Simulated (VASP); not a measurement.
Input of a VASP 6.6.1 run:

The input INCAR:

```
SYSTEM = KMgPd3
  PREC = Accurate
  ENCUT = 840
  EDIFF = 1E-6
  ISMEAR = 0
  SIGMA = 0.1
  LREAL = .False.
  LASPH = .True.
  NELM = 120
  ALGO = Normal
  ISIF = 2
  LWAVE = .False.
  LCHARG = .True.
  GGA = PE
  LELF = .True.
  LVHAR = .True.
  NBANDS = 44
  GGA_COMPAT = .False.
```

Contents of KPOINTS:

```
regular mesh
0
Gamma
  4 4 4
  0 0 0
```

File POSCAR:

```
KMgPd3
1.0
    4.6667201900      0.0000000000      0.0000000000
    0.0000000000      4.6667201900      0.0000000000
    0.0000000000      0.0000000000      4.6667201900
K Mg Pd
1 1 3
Direct
    0.5000000000      0.5000000000      0.5000000000
    0.0000000000      0.0000000000      0.0000000000
    0.5000000000      0.5000000000      0.0000000000
    0.5000000000      0.0000000000      0.5000000000
    0.0000000000      0.5000000000      0.5000000000
```

Potentials or basis: VASP PAW PBE potentials, release 64 (K_sv, Mg_sv, Pd_sv_GW).

Run with:

```bash
$ cat potpaw_PBE.64/K_sv/POTCAR potpaw_PBE.64/Mg_sv/POTCAR potpaw_PBE.64/Pd_sv_GW/POTCAR > POTCAR
$ mpirun -np 1 vasp_std > vasp.out
```

Question: Predict the band gap on the k mesh.

Answer: Zero (an odd number of electrons rules out a gap without spin polarisation).

Question: Estimate the pressure.

Answer: 11.6 GPa.

Caveat: the cell stands under pressure.
